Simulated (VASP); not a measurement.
## Co2Au: single point with PBE

The system is Co2Au.

```xyz
6
Lattice="0.0000 3.3672 3.3672 3.3672 0.0000 3.3672 3.3672 3.3672 0.0000" Properties=species:S:1:pos:R:3 pbc="T T T"
Au    0.0000    0.0000    0.0000
Au    1.6836    1.6836    1.6836
Co    4.2090    4.2090    4.2090
Co    4.2090    2.5254    2.5254
Co    2.5254    2.5254    4.2090
Co    2.5254    4.2090    2.5254
```

```json
{
  "Program": "VASP 6.6.1",
  "Task": "single point",
  "Functional": "PBE",
  "Potentials or basis": "VASP PAW PBE potentials, release 64 (Au, Co)",
  "Cutoff": "600 eV",
  "k mesh": "9 × 9 × 9",
  "Occupations": "fermi-dirac, width 0.1176 eV",
  "Spin": "no spin polarisation"
}
```

The pressure is 2.4 GPa and the band gap on the k mesh is zero (band 29 reaches 10.90 eV, above the bottom of band 30 at 9.95 eV).

Levels at points of the mesh, in eV from the Fermi level:
| k point | band 27 | band 28 | band 29 | band 30 | band 31 | band 32 |
| --- | --- | --- | --- | --- | --- | --- |
| (0.00, 0.00, 0.00) | 0.13 | 0.13 | 0.56 | 0.91 | 0.91 | 0.91 |

It took 64 s on 1 thread of Intel(R) Xeon(R) 6975P-C (Granite Rapids) (shared host), peak memory 0.3 GiB.

Caveat: spin-orbit coupling is left out, which moves the levels of the heavy elements. Spin polarisation is off, so any magnetic state and its effect on volume and gap are missing.
